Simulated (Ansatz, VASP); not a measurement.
**Ge3N4: VASP beside Ansatz**

```xyz
14
Lattice="0.0000 4.1077 4.1077 4.1077 0.0000 4.1077 4.1077 4.1077 0.0000" Properties=species:S:1:pos:R:3 pbc="T T T"
Ge    5.1347    5.1347    5.1347
Ge    5.1347    3.0808    3.0808
Ge    3.0808    3.0808    5.1347
Ge    3.0808    5.1347    3.0808
Ge    0.0000    0.0000    0.0000
Ge    2.0539    2.0539    2.0539
N     3.1473    3.1473    3.1473
N     7.1220    5.2012    5.2012
N     5.0681    5.0681    3.1473
N     5.2012    7.1220    5.2012
N     3.1473    5.0681    5.0681
N     7.1220    7.1220    7.1220
N     5.0681    3.1473    5.0681
N     5.2012    5.2012    7.1220
```

Alike in both runs: task single point; functional PBE; k mesh 6 × 6 × 6; non-collinear spin, spin-orbit coupling.

```csv
,VASP,Ansatz
version,VASP 6.6.1,Ansatz 0.2.0
potentials or method,"VASP PAW PBE potentials, release 64 (Ge_d, N)","plane waves, PAW"
plane-wave cutoff (eV),600,420
occupations,"gaussian, width 0.01 eV",fixed
valence electrons in the cell,124,124
```

VASP gave:

- pressure (GPa): 8.0
- rms of the force components (eV/Å): 0.045

Question: Which values does Ansatz return?

Answer: Pressure (GPa): 8.3; rms of the force components (eV/Å): 0.034.

Atom by atom the forces differ by 0.010 eV/Å (rms over components).
